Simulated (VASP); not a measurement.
A run of VASP 6.6.1 is set up as follows.

Contents of INCAR:

```
PREC = Accurate
ENCUT = 520
EDIFF = 1E-7
ISMEAR = 0
SIGMA = 0.011
LREAL = False
LASPH = True
NELM = 100
ALGO = Normal
ISIF = 2
LWAVE = False
LCHARG = True
GGA = PE
LELF = True
LVHAR = True
NBANDS = 17
```

KPOINTS

```
Automatic mesh
0
Gamma
  7 7 7
```

POSCAR

```
SnTe
1.0
    3.9047000000      0.0000000000      0.0000000000
    0.0000000000      3.9047000000      0.0000000000
    0.0000000000      0.0000000000      3.9047000000
Te Sn
1 1
Direct
    0.5000000000      0.5000000000      0.5000000000
    0.0000000000      0.0000000000      0.0000000000
```

Potentials or basis: VASP PAW PBE potentials, release 64 (Te, Sn_d).

Launch:

```bash
$ cat potpaw_PBE.64/Te/POTCAR potpaw_PBE.64/Sn_d/POTCAR > POTCAR
$ mpirun -np 1 vasp_std > vasp.out
```

(1) Predict the band gap on the k mesh.

(2) Predict the pressure.

## Answers

(1) zero (band 10 reaches 7.21 eV, above the bottom of band 11 at 6.18 eV).

(2) -1.2 GPa.

Caveat: spin-orbit coupling is left out, which moves the levels of the heavy elements.
